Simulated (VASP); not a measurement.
## BN: electric field gradients with LDA

The system is BN.

```
B N
1.0
     2.49824    0.00000    0.00000
    -1.24912    2.16354    0.00000
     0.00000    0.00000    6.63570
B N
2 2
Direct
  0.33333 0.66667 0.25000
  0.66667 0.33333 0.75000
  0.33333 0.66667 0.75000
  0.66667 0.33333 0.25000
```

```json
{
 "Program": "VASP 6.6.1",
 "Task": "electric field gradients",
 "Functional": "LDA",
 "Potentials or basis": "VASP PAW LDA potentials, release 64 (B, N)",
 "Cutoff": "520 eV",
 "k mesh": "13 × 13 × 4",
 "Occupations": "fermi-dirac, width 0.02 eV",
 "Spin": "no spin polarisation",
 "Dipole correction": "no",
 "Further INCAR settings": "ALGO = Normal; EDIFF = 1e-08; NBANDS = 16"
}
```

```
Pressure               : -2.5 GPa
Band gap on the k mesh : 4.10 eV, indirect (least direct gap 4.52 eV)
```

Stress tensor (GPa, compression positive):
```
-3.39  0.00  0.00
 0.00 -3.39  0.00
 0.00  0.00 -0.71
```

Levels at points of the mesh, in eV from the valence-band top:
| k point | band 5 | band 6 | band 7 | band 8 | band 9 | band 10 | band 11 | band 12 |
| --- | --- | --- | --- | --- | --- | --- | --- | --- |
| (0.00, 0.00, 0.00) | -1.38 | -1.38 | -1.34 | -1.34 | 4.89 | 10.02 | 11.44 | 11.44 |
| (0.00, 0.00, 0.50) | -1.36 | -1.36 | -1.36 | -1.36 | 7.32 | 7.32 | 11.50 | 11.50 |

Electric field gradients, principal values (V/Å²):
| atom | least | middle | greatest (by size) |
| --- | --- | --- | --- |
| 1 B | -17.609 | -17.609 | 35.217 |
| 2 B | -17.609 | -17.609 | 35.217 |
| 3 N | -3.600 | -3.602 | 7.201 |
| 4 N | -3.600 | -3.602 | 7.201 |

It took 27 s on 1 thread of Intel(R) Xeon(R) Platinum 8259CL CPU @ 2.50GHz (Skylake/Cascade Lake), on a shared host, peak memory 0.15 GiB.

Caveat: without QUAD_EFG the Cq values of the log hold for a quadrupole moment of 1 mb, not for the nuclei. A k mesh can miss the band edges.
